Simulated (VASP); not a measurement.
A run of VASP 6.6.1 is set up as follows.

The input POSCAR:

```
Ta4Ge
1.0
   -3.5794804705      3.5794804705      1.7421342246
    3.5794804705     -3.5794804705      1.7421342246
    3.5794804705      3.5794804705     -1.7421342246
Ta Ge
4 1
Direct
    0.5929472572      0.7992953182      0.3922425754
    0.4070527428      0.2007046818      0.6077574246
    0.7992953182      0.4070527428      0.2063480610
    0.2007046818      0.5929472572      0.7936519390
    0.0000000000      0.0000000000      0.0000000000
```

The input INCAR.step1:

```
ALGO = Normal
EDIFF = 1E-4
ENCUT = 520
GGA = PE
ISMEAR = 0
LASPH = True
LCHARG = False
LREAL = False
LWAVE = True
NBANDS = 37
NELM = 100
PREC = Accurate
SIGMA = 0.1
```

INCAR.step2

```
ALGO = Normal
EDIFF = 1E-6
ENCUT = 520
ISIF = 2
ISMEAR = 0
ISTART = 1
LASPH = True
LCHARG = False
LMIXTAU = True
LREAL = False
LWAVE = False
METAGGA = R2SCAN
NBANDS = 37
NELM = 100
PREC = Accurate
SIGMA = 0.1
```

Contents of KPOINTS:

```
k-points
0
Gamma
  10 10 10
```

Potentials or basis: VASP PAW PBE potentials, release 64 (Ta_pv, Ge_d).

Command:

```console
$ cat potpaw_PBE.64/Ta_pv/POTCAR potpaw_PBE.64/Ge_d/POTCAR > POTCAR
$ cp INCAR.step1 INCAR
$ mpirun -np 1 vasp_std > vasp.out
$ cp INCAR.step2 INCAR
$ mpirun -np 1 vasp_std > vasp.out
```

**Question.** What does it give for the pressure?

**Answer.** -2.6 GPa.

**Question.** Estimate the band gap on the k mesh.

**Answer.** Zero (bands 29 and 30 overlap by 1.00 eV).

Forces on the atoms (eV/Å):
```
Ta   0.009  0.033  0.000
Ta  -0.009 -0.033  0.000
Ta  -0.033  0.009  0.000
Ta   0.033 -0.009  0.000
Ge   0.000  0.000  0.000
```

Caveat: the PAW data sets were made with another functional, which shifts forces and pressure a little; spin-orbit coupling is left out, which moves the levels of the heavy elements.
